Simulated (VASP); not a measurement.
## ZrC: single point with PBE+D3(BJ)

The system is ZrC.

```xyz
2
Lattice="3.3040 0.0000 0.0000 1.6520 2.8614 0.0000 1.6520 0.9538 2.6977" Properties=species:S:1:pos:R:3 pbc="T T T"
Zr    3.3040    1.9076    1.3489
C     0.0000    0.0000    0.0000
```

| Item | Value |
| --- | --- |
| Program | VASP 6.6.1 |
| Task | single point |
| Functional | PBE |
| Dispersion | D3(BJ) |
| Potentials or basis | VASP PAW PBE potentials, release 64 (Zr_sv, C) |
| Cutoff | 520 eV |
| k mesh | 7 × 7 × 7 |
| Occupations | methfessel-paxton, width 0.01 eV |
| Spin | no spin polarisation |

* Pressure: 0.2 GPa
* Band gap on the k mesh: zero (band 8 reaches 10.76 eV, above the bottom of band 9 at 9.48 eV)
* Dispersion energy per atom: -0.407 eV

Levels at points of the mesh, in eV from the Fermi level:
```csv
k point,band 4,band 5,band 6,band 7,band 8,band 9,band 10,band 11,band 12,band 13
"(0.00, 0.00, 0.00)",-25.73,-11.36,0.95,0.95,0.95,1.11,1.11,1.11,2.87,2.87
```

It took 18 s on 1 thread of Intel Xeon 8259CL, with other jobs on the host, peak memory 0.17 GiB.

Caveat: pairwise dispersion overbinds metals, which lowers pressure and volume.
